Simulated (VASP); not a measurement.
Set up this calculation in VASP 6.6.1, as the native input.

```yaml
Task: single point
Functional: PBEsol
Potentials_or_basis: VASP PAW PBE potentials, release 64 (Mo_sv, S)
Cutoff: 520 eV
k_mesh: 10 × 10 × 5
Occupations: methfessel-paxton, width 0.1 eV
Spin: no spin polarisation
Dipole_correction: no
Further_INCAR_settings: ALGO = Normal; EDIFF = 1e-06; NBANDS = 20
```

The structure of MoS2 lies in POSCAR:

```
MoS2
1.0
    3.2838513063      0.0000000000      0.0000000000
   -1.6419251444      2.8438979618      0.0000000000
    0.0000000000      0.0000000000      6.4227567789
Mo S
1 2
Direct
    0.0000000000      0.0000000000      0.5000000000
    0.3333333333      0.6666666667      0.2553190000
    0.6666666667      0.3333333333      0.7446810000
```

One way to write it, as run:

INCAR

```
PREC = Accurate
ENCUT = 520
EDIFF = 1E-6
ISMEAR = 1
SIGMA = 0.1
LREAL = F
LASPH = T
NELM = 100
ALGO = Normal
ISIF = 2
LWAVE = F
LCHARG = F
GGA = PS
NBANDS = 20
```

KPOINTS

```
regular mesh
0
Gamma
  10 10 5
```

Potentials or basis: VASP PAW PBE potentials, release 64 (Mo_sv, S).

Run with:

```bash
$ cat potpaw_PBE.64/Mo_sv/POTCAR potpaw_PBE.64/S/POTCAR > POTCAR
$ mpirun -np 1 vasp_std > vasp.out
```

It gave:

```json
{
  "Pressure": "-9.2 GPa",
  "Largest force": "0.742 eV/Å",
  "Band gap on the k mesh": "zero (band 13 reaches 6.57 eV, above the bottom of band 14 at 5.81 eV)"
}
```

Caveat: the PAW data sets were made with another functional, which shifts forces and pressure a little; this functional lacks dispersion, which binds the layers, so the pressure and a relaxed spacing across them are unreliable.

Run time: 74 s on 1 thread of Intel Xeon 8259CL (shared host), peak memory 0.21 GiB.
